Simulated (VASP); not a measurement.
Set up this calculation in VASP 6.6.1, as the native input.

* Task: density of states
* Functional: PBE
* Potentials or basis: VASP PAW PBE potentials, release 64 (Si, Ge_d)
* Cutoff: 520 eV
* k mesh: 8 × 8 × 8
* Occupations: gaussian, width 0.1 eV
* Spin: no spin polarisation
* Dipole correction: no
* k mesh for the DOS: 12 × 12 × 12
* Occupations for the DOS: tetrahedron
* Further INCAR settings: ALGO = Normal; EDIFF = 1e-06; NBANDS = 33

Si2Ge3:

```
CELL_PARAMETERS angstrom
5.15548 0.00000 0.00000
0.00000 5.15548 0.00000
0.00000 0.00000 4.85779
ATOMIC_POSITIONS crystal
Si 0.00000 0.00000 0.50000
Si 0.50000 0.50000 0.00000
Ge 0.00000 0.00000 0.00000
Ge 0.00000 0.50000 0.00000
Ge 0.50000 0.00000 0.00000
```

One way to write it, as run:

POSCAR

```
Si2Ge3
1.0
    5.1554754012      0.0000000000      0.0000000000
    0.0000000000      5.1554754012      0.0000000000
    0.0000000000      0.0000000000      4.8577941717
Si Ge
2 3
Direct
    0.0000000000      0.0000000000      0.5000000000
    0.5000000000      0.5000000000      0.0000000000
    0.0000000000      0.0000000000      0.0000000000
    0.0000000000      0.5000000000      0.0000000000
    0.5000000000      0.0000000000      0.0000000000
```

INCAR.step1

```
  PREC = Accurate
  ENCUT = 520
  EDIFF = 1E-6
  ISMEAR = 0
  SIGMA = 0.1
  LREAL = False
  LASPH = True
  NELM = 100
  ALGO = Normal
  ISIF = 2
  LWAVE = False
  LCHARG = True
  GGA = PE
  NBANDS = 33
```

KPOINTS.step1

```
Automatic mesh
0
Gamma
  8 8 8
```

INCAR.step2

```
  PREC = Accurate
  ENCUT = 520
  EDIFF = 1E-6
  ISMEAR = -5
  SIGMA = 0.1
  LREAL = False
  LASPH = True
  NELM = 100
  ALGO = Normal
  ISIF = 2
  LWAVE = False
  LCHARG = False
  GGA = PE
  LORBIT = 11
  NBANDS = 33
  NEDOS = 1001
  ICHARG = 11
```

KPOINTS.step2

```
Automatic mesh
0
Gamma
  12 12 12
```

Potentials or basis: VASP PAW PBE potentials, release 64 (Si, Ge_d).

The run is started by

```sh
$ cat potpaw_PBE.64/Si/POTCAR potpaw_PBE.64/Ge_d/POTCAR > POTCAR
$ cp INCAR.step1 INCAR
$ cp KPOINTS.step1 KPOINTS
$ mpirun -np 1 vasp_std > vasp.out
$ cp INCAR.step2 INCAR
$ cp KPOINTS.step2 KPOINTS
$ mpirun -np 1 vasp_std > vasp.out
```

Results of the run:

```
Valence electrons inside the program's atomic spheres : Si 1.54, 1.56; Ge 12.43, 12.24
```

Run time: 10 min on 1 thread of Intel Xeon 6975P-C (shared host), peak memory 0.7 GiB.
